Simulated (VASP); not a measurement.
# Si (P6/mmm) in VASP: notebook

Runs on Si. Level: r2SCAN. Tasks: single point.

All numbers are computed with VASP 6.6.1; they aren't measurements. Logs are shortened: lines on timing, memory, paths and dates and some standing lists are left out, and cuts for length are marked.

**1. The cell of the first run**

The structure is hexagonal, space group P6/mmm (No. 191). The conventional cell has a = 2.629 Å, b = 2.629 Å, c = 10.475 Å, α = 90.00°, β = 90.00°, γ = 120.00°. Si (site symmetry 6mm) has 8 Si at 2.49 to 2.99 Å within 3.3 Å. Within 3.3 Å of Si (site symmetry 6mm) lie 8 Si at 2.49 to 2.63 Å.

This isn't the form of Si at room conditions, which is diamond.

**2. Single point, r2SCAN (the distance across one plane changed)**

File POSCAR:

```
Si
1.0
   -2.6290009028      0.0000000000      0.0000000000
   -1.3145004514     -2.2767815684      0.0000000000
    0.0000000000      0.0000000000     10.4751962900
Si
4
Direct
    0.0000000000      0.0000000000      0.8332346729
    0.0000000000      0.0000000000      0.1190335247
    0.0000000000      0.0000000000      0.3571005741
    0.0000000000      0.0000000000      0.5951676235
```

File INCAR.step1:

```
SYSTEM = Si
  PREC = Accurate
  ENCUT = 520
  ISMEAR = 0
  SIGMA = 0.15
  LREAL = .False.
  LASPH = .True.
  NELM = 100
  NBANDS = 16
  GGA = PE
  ALGO = Normal
  EDIFF = 1E-4
  LWAVE = .True.
  LCHARG = .False.
```

File INCAR.step2:

```
SYSTEM = Si
  PREC = Accurate
  ENCUT = 520
  EDIFF = 1E-7
  ISMEAR = 0
  SIGMA = 0.15
  LREAL = .False.
  LASPH = .True.
  NELM = 100
  ALGO = Normal
  ISIF = 2
  LWAVE = .False.
  LCHARG = .True.
  METAGGA = R2SCAN
  LMIXTAU = .True.
  LELF = .True.
  LVHAR = .True.
  NBANDS = 16
  ISTART = 1
```

File KPOINTS:

```
regular mesh
0
Gamma
  26 26 6
  0 0 0
```

Potentials or basis: VASP PAW PBE potentials, release 64 (Si).

Started as:

```sh
$ cat potpaw_PBE.64/Si/POTCAR > POTCAR
$ cp INCAR.step1 INCAR
$ mpirun -np 1 vasp_std > vasp.out
$ cp INCAR.step2 INCAR
$ mpirun -np 1 vasp_std > vasp.out
```

OUTCAR:

```text
SYSTEM = Si
   PREC = Accurate
   ENCUT = 520
   EDIFF = 1E-7
   ISMEAR = 0
   LREAL = .False.
   LASPH = .True.
   NELM = 100
   ISIF = 2
   METAGGA = R2SCAN
   ISTART = 1

 ion  position               nearest neighbor table
   1  0.000  0.000  0.833-   4 2.49   2 2.99
   2  0.000  0.000  0.119-   3 2.49   1 2.99
   3  0.000  0.000  0.357-   4 2.49   2 2.49
   4  0.000  0.000  0.595-   3 2.49   1 2.49

  LATTYP: Found a hexagonal cell.
 ALAT       =     2.6290009028
 C/A-ratio  =     3.9844780117

  Lattice vectors:

 A1 = (   1.3145004514,   2.2767815684,   0.0000000000)
 A2 = (  -2.6290009028,   0.0000000000,   0.0000000000)
 A3 = (   0.0000000000,   0.0000000000,  10.4751962900)

Analysis of symmetry for initial positions (statically):
=====================================================================
 Subroutine PRICEL returns:
 Original cell was already a primitive cell.

 Routine SETGRP: Setting up the symmetry group for a
 hexagonal supercell.

 Subroutine GETGRP returns: Found 24 space group operations
 (whereof 12 operations were pure point group operations)
 out of a pool of 24 trial point group operations.

The static configuration has the point symmetry C_6v.
 The point group associated with its full space group is D_6h.

Analysis of symmetry for dynamics (positions and initial velocities):
=====================================================================
 Subroutine PRICEL returns:
 Original cell was already a primitive cell.

 Routine SETGRP: Setting up the symmetry group for a
 hexagonal supercell.

 Subroutine GETGRP returns: Found 24 space group operations
 (whereof 12 operations were pure point group operations)
 out of a pool of 24 trial point group operations.

The dynamic configuration has the point symmetry C_6v.
 The point group associated with its full space group is D_6h.

 Subroutine INISYM returns: Found 24 space group operations
 (whereof 12 operations are pure point group operations),
 and found     1 'primitive' translations

----------------------------------------------------------------------------------------

                                     Primitive cell

  volume of cell :      62.7010

  direct lattice vectors                    reciprocal lattice vectors
    -2.629000903  0.000000000  0.000000000    -0.380372635  0.219608243  0.000000000
    -1.314500451 -2.276781568  0.000000000     0.000000000 -0.439216486  0.000000000
     0.000000000  0.000000000 10.475196290     0.000000000  0.000000000  0.095463605

  length of vectors
     2.629000903  2.629000903 10.475196290     0.439216486  0.439216486  0.095463605

  position of ions in fractional coordinates (direct lattice)
     0.000000000  0.000000000  0.833234673
     0.000000000  0.000000000  0.119033525
     0.000000000  0.000000000  0.357100574
     0.000000000  0.000000000  0.595167623

  ion indices of the primitive-cell ions
   primitive index   ion index
                 1           1
                 2           2
                 3           3
                 4           4

----------------------------------------------------------------------------------------

 KPOINTS: regular mesh

Automatic generation of k-mesh.
 Grid dimensions read from file:
 generate k-points for:   26   26    6

 Generating k-lattice:

  Cartesian coordinates                     Fractional coordinates (reciprocal lattice)
    -0.014629717  0.008446471  0.000000000     0.038461538  0.000000000  0.000000000
     0.000000000 -0.016892942  0.000000000     0.000000000  0.038461538  0.000000000
     0.000000000  0.000000000  0.015910601     0.000000000  0.000000000  0.166666667

  Length of vectors
     0.016892942  0.016892942  0.015910601

  Shift w.r.t. Gamma in fractional coordinates (k-lattice)
     0.000000000  0.000000000  0.000000000

 Subroutine IBZKPT returns following result:
 ===========================================

 Found    280 irreducible k-points:

 Following reciprocal coordinates:
            Coordinates               Weight
  0.000000  0.000000  0.000000      1.000000
  0.038462  0.000000  0.000000      6.000000
  0.076923  0.000000  0.000000      6.000000
  0.115385  0.000000  0.000000      6.000000
  0.153846  0.000000  0.000000      6.000000
  0.192308  0.000000  0.000000      6.000000
[... 16 lines left out ...]
  0.384615  0.038462  0.000000     12.000000
  0.423077  0.038462  0.000000     12.000000
 [... further k-points ...]
   k-points           NKPTS =    280   k-points in BZ     NKDIM =    280   number of bands    NBANDS=     16
   number of dos      NEDOS =    301   number of ions     NIONS =      4
   total plane-waves  NPLWV =  32000
   dimension x,y,z NGX =    20 NGY =   20 NGZ =   80
   dimension x,y,z NGXF=    40 NGYF=   40 NGZF=  160
   ions per type =               4
   NGX,Y,Z   is equivalent  to a cutoff of  12.65, 12.65, 12.70 a.u.
   NGXF,Y,Z  is equivalent  to a cutoff of  25.29, 25.29, 25.39 a.u.
 SYSTEM =  Si
   PREC   = accura    normal or accurate (medium, high low for compatibility)
   ISTART =      1    job   : 0-new  1-cont  2-samecut
   ICHARG =      0    charge: 1-file 2-atom 10-const
   ISPIN  =      1    spin polarized calculation?
   LNONCOLLINEAR =      F non collinear calculations
   LSORBIT =      F    spin-orbit coupling
   LASPH  =      T    aspherical Exc in radial PAW
   ENCUT  =  520.0 eV  38.22 Ry    6.18 a.u.   4.89  4.89 19.48*2*pi/ulx,y,z
   NELM   =    100;   NELMIN=  2; NELMDL=  0     # of ELM steps
   EDIFF  = 0.1E-06   stopping-criterion for ELM
   LREAL  =      F    real-space projection
   EDIFFG = 0.1E-05   stopping-criterion for IOM
   NSW    =      0    number of steps for IOM
   IBRION =     -1    ionic relax: 0-MD 1-quasi-New 2-CG
   NFREE  =      0    steps in history (QN), initial steepest desc. (CG)
   ISIF   =      2    stress and relaxation
   ISYM   =      2    0-nonsym 1-usesym 2-fastsym
   POTIM  = 0.5000    time-step for ionic-motion
   TEBEG  =    0.0;   TEEND  =   0.0 temperature during run
   PSTRESS=    0.0 pullay stress
   NELECT =      16.0000    total number of electrons
   NUPDOWN=      -1.0000    fix difference up-down
   EMIN   =  10.00;   EMAX   =-10.00  energy-range for DOS
   EFERMI =   0.00;   METHOD = LEGACY
   ISMEAR =     0;   SIGMA  =   0.15  broadening in eV -4-tet -1-fermi 0-gaus
   EFERMI_NEDOS =   21; number of points for ismear=-14 and -15
   IALGO  =     38    algorithm
   IMIX   =      4    mixing-type and parameters
     AMIX     =   0.40;   BMIX     =  1.00
     AMIX_MAG =   1.60;   BMIX_MAG =  1.00
  volume/ion in A,a.u.               =      15.68       105.78
  Fermi-wavevector in a.u.,A,eV,Ry     =   1.038381  1.962256 14.670279  1.078235
  Thomas-Fermi vector in A             =   2.172863
   LORBIT       =      0    0 simple, 1 ext, 2 COOP (PROOUT), +10 PAW based schemes
   METAGGA = R2SCAN    functional components
   LHFCALC =     F    Hartree Fock is set to
   AEXX    =    0.0000 exact exchange contribution
   IVDW    =     0    specifies the selected vdW correction
   LEPSILON=     F    determine dielectric tensor
   LRPA    =     F    only Hartree local field effects (RPA)
 non-spin polarized calculation
 Gauss-broadening in eV      SIGMA  =   0.15
  energy-cutoff  :      520.00
  volume of cell :       62.70
 maximum number of plane-waves:      1726
   NGX =  9   NGY =  9   NGZ = 39

 number of electron      15.9999999 magnetization

 Free energy of the ion-electron system (eV)
  ---------------------------------------------------
  ext. energy  EPLUGINS =         0.00000000
  ---------------------------------------------------
  free energy    TOTEN  =       -33.03237151 eV

  energy without entropy =      -33.01364851  energy(sigma->0) =      -33.02301001

 E-fermi :   8.8139     XC(G=0): -11.3537

 val. band max:        8.8115604549   @ k =  -0.4231   0.1923   0.3333
 cond. band min:       8.8167484193   @ k =  -0.4231   0.2692   0.3333
 fundamental gap:      0.0051879644
 Fermi energy:         8.8138968223

 k-point     1 :       0.0000    0.0000    0.0000
  band No.  band energies     occupation
      1      -5.6951      2.00000
      2      -4.5728      2.00000
      3      -3.8454      2.00000
      4      -1.3314      2.00000
      5       1.7317      2.00000
      6       6.6459      2.00000
[... 8 lines left out ...]
     15      21.6084      0.00000
     16      22.0527      0.00000

 k-point     2 :       0.0385    0.0000    0.0000
  band No.  band energies     occupation
      1      -5.6514      2.00000
      2      -4.5293      2.00000
      3      -3.8018      2.00000
      4      -1.2880      2.00000
      5       1.7724      2.00000
      6       6.6837      2.00000
[... 8 lines left out ...]
     15      21.2128      0.00000
     16      22.0778      0.00000

 k-point     3 :       0.0769    0.0000    0.0000
  band No.  band energies     occupation
      1      -5.5203      2.00000
      2      -4.3988      2.00000
      3      -3.6712      2.00000
      4      -1.1577      2.00000
      5       1.8944      2.00000
      6       6.7963      2.00000
[... 8 lines left out ...]
     15      20.5012      0.00000
     16      21.3397      0.00000

 k-point     4 :       0.1154    0.0000    0.0000
  band No.  band energies     occupation
      1      -5.3021      2.00000
      2      -4.1815      2.00000
      3      -3.4537      2.00000
      4      -0.9409      2.00000
      5       2.0973      2.00000
      6       6.9819      2.00000
[... 8 lines left out ...]
     15      19.7754      0.00000
     16      19.8243      0.00000
[... 324 lines left out ...]
 k-point    22 :       0.3462    0.0385    0.0000
  band No.  band energies     occupation
      1      -2.5332      2.00000
      2      -1.4266      2.00000
      3      -0.6960      2.00000
      4       1.7978      2.00000
      5       4.6141      2.00000
      6       7.2528      2.00000
[... 8 lines left out ...]
     15      16.2559      0.00000
     16      17.3377      0.00000

 k-point    23 :       0.3846    0.0385    0.0000
  band No.  band energies     occupation
      1      -1.7638      2.00000
      2      -0.6616      2.00000
      3       0.0703      2.00000
      4       2.5537      2.00000
      5       5.2604      2.00000
      6       5.8997      2.00000
[... 8 lines left out ...]
     15      15.9592      0.00000
     16      17.1659      0.00000

 k-point    24 :       0.4231    0.0385    0.0000
  band No.  band energies     occupation
      1      -0.9154      2.00000
      2       0.1820      2.00000
      3       0.9160      2.00000
      4       3.3821      2.00000
      5       4.5866      2.00000
      6       5.5563      2.00000
[... 8 lines left out ...]
     15      15.7511      0.00000
     16      16.9077      0.00000

 [... further k-points ...]
[... 5 lines left out ...]
  --------------------------------------------------------------------------------------
  -------------------------------------------------------------------------------------
  Total       -0.1623424     -0.1623424     -2.8959103      0.0000000      0.0000000      0.0000000
  in kB       -4.1482831     -4.1482831    -73.9982455      0.0000000      0.0000000      0.0000000
  external PRESSURE =     -27.4316039 kB  Pullay stress =       0.0000000 kB

 VOLUME and BASIS-vectors are now :
 -----------------------------------------------------------------------------
  energy-cutoff  :      520.00
  volume of cell :       62.70
      direct lattice vectors                 reciprocal lattice vectors
    -2.629000903  0.000000000  0.000000000    -0.380372635  0.219608243  0.000000000
    -1.314500451 -2.276781568  0.000000000     0.000000000 -0.439216486  0.000000000
     0.000000000  0.000000000 10.475196290     0.000000000  0.000000000  0.095463605

 POSITION                                       TOTAL-FORCE (eV/Angst)
 -----------------------------------------------------------------------------------
      0.00000      0.00000      8.72830         0.000000      0.000000      0.537362
      0.00000      0.00000      1.24690        -0.000000     -0.000000     -0.537362
      0.00000      0.00000      3.74070        -0.000000     -0.000000     -0.089758
      0.00000      0.00000      6.23450        -0.000000      0.000000      0.089758
 -----------------------------------------------------------------------------------
    total drift:                               -0.000000     -0.000000      0.001041

  FREE ENERGIE OF THE ION-ELECTRON SYSTEM (eV)
  ---------------------------------------------------
  free  energy   TOTEN  =       -33.0323715086 eV

  energy  without entropy=      -33.0136485112  energy(sigma->0) =      -33.02301001
```

Wall time 15 min (1 thread of Oxide Virtual Turin-like, shared host); peak memory 0.29 GiB.

Results:

```
Free energy            : -33.0324 eV
Pressure               : -2.7 GPa
Largest force          : 0.537 eV/Å
Band gap on the k mesh : zero (bands 8 and 9 overlap by 8.93 eV)
```

Forces on the atoms (eV/Å):
```
Si   0.000  0.000  0.537
Si   0.000  0.000 -0.537
Si   0.000  0.000 -0.090
Si   0.000  0.000  0.090
```

Stress tensor (GPa, compression positive):
```
-0.41  0.00  0.00
 0.00 -0.41  0.00
 0.00  0.00 -7.40
```

Levels at points of the mesh, in eV from the Fermi level:
| k point | band 6 | band 7 | band 8 | band 9 | band 10 | band 11 |
| --- | --- | --- | --- | --- | --- | --- |
| (0.00, 0.00, 0.00) | -2.17 | -1.36 | 6.42 | 7.18 | 11.26 | 11.26 |
| (0.50, 0.00, 0.00) | -5.29 | -3.50 | -2.41 | -1.66 | 2.11 | 3.42 |
| (0.00, 0.00, 0.50) | -4.83 | 1.89 | 2.73 | 10.81 | 11.34 | 11.34 |
| (0.50, 0.00, 0.50) | -4.60 | -4.00 | -3.84 | 0.27 | 1.24 | 3.28 |

Caveat: the cell differs from its parent crystal (the distance across one plane changed); the stress differs along the axes, from -7 to -0 GPa; the PAW data sets were made with another functional, which shifts forces and pressure a little.

**3. Single point, r2SCAN (the distance across one plane changed)**

File POSCAR:

```
Si
1.0
   -2.6290009028      0.0000000000      0.0000000000
   -1.3145004514     -2.2767815684      0.0000000000
    0.0000000000      0.0000000000     10.7251962900
Si
4
Direct
    0.0000000000      0.0000000000      0.8138123087
    0.0000000000      0.0000000000      0.1162589012
    0.0000000000      0.0000000000      0.3487767037
    0.0000000000      0.0000000000      0.5812945062
```

File INCAR.step1:

```
SYSTEM = Si
ALGO = Normal
EDIFF = 1E-4
ENCUT = 520
GGA = PE
ISMEAR = 0
LASPH = .TRUE.
LCHARG = .FALSE.
LREAL = .FALSE.
LWAVE = .TRUE.
NBANDS = 16
NELM = 60
PREC = Accurate
SIGMA = 0.15
```

File INCAR.step2:

```
SYSTEM = Si
ALGO = Normal
EDIFF = 1E-6
ENCUT = 520
ISIF = 2
ISMEAR = 0
ISTART = 1
LASPH = .TRUE.
LCHARG = .TRUE.
LELF = .TRUE.
LMIXTAU = .TRUE.
LREAL = .FALSE.
LVHAR = .TRUE.
LWAVE = .FALSE.
METAGGA = R2SCAN
NBANDS = 16
NELM = 60
PREC = Accurate
SIGMA = 0.15
```

File KPOINTS:

```
k-points
0
G
  26 26 6
  0 0 0
```

Potentials or basis: VASP PAW PBE potentials, release 64 (Si).

Started as:

```sh
$ cat potpaw_PBE.64/Si/POTCAR > POTCAR
$ cp INCAR.step1 INCAR
$ mpirun -np 1 vasp_std > vasp.out
$ cp INCAR.step2 INCAR
$ mpirun -np 1 vasp_std > vasp.out
```

Run time: 17 min. Hardware: 1 thread of Oxide Virtual Turin-like, shared host; peak memory 0.29 GiB.

The run converged. Its results:

```
Free energy            : -32.8759 eV
Pressure               : -2.9 GPa
Largest force          : 0.400 eV/Å
Band gap on the k mesh : zero (bands 8 and 9 overlap by 8.39 eV)
```

Forces on the atoms (eV/Å):
```
Si   0.000  0.000  0.400
Si   0.000  0.000 -0.400
Si   0.000  0.000 -0.076
Si   0.000  0.000  0.076
```

Stress tensor (GPa, compression positive):
```
-0.85  0.00  0.00
 0.00 -0.85  0.00
 0.00  0.00 -7.01
```

Levels at points of the mesh, in eV from the Fermi level:
| k point | band 5 | band 6 | band 7 | band 8 | band 9 | band 10 | band 11 | band 12 |
| --- | --- | --- | --- | --- | --- | --- | --- | --- |
| (0.00, 0.00, 0.00) | -6.91 | -2.51 | -1.35 | 5.80 | 6.84 | 11.29 | 11.29 | 12.09 |
| (0.50, 0.00, 0.00) | -5.45 | -5.15 | -3.57 | -2.57 | -1.41 | 2.23 | 3.13 | 4.42 |
| (0.00, 0.00, 0.50) | -5.75 | -4.66 | 1.41 | 2.55 | 10.16 | 11.33 | 11.33 | 11.61 |
| (0.50, 0.00, 0.50) | -4.89 | -4.70 | -3.91 | -3.57 | 0.02 | 1.41 | 3.15 | 3.98 |

Caveat: the cell differs from its parent crystal (the distance across one plane changed); the stress differs along the axes, from -7 to -1 GPa; the PAW data sets were made with another functional, which shifts forces and pressure a little.
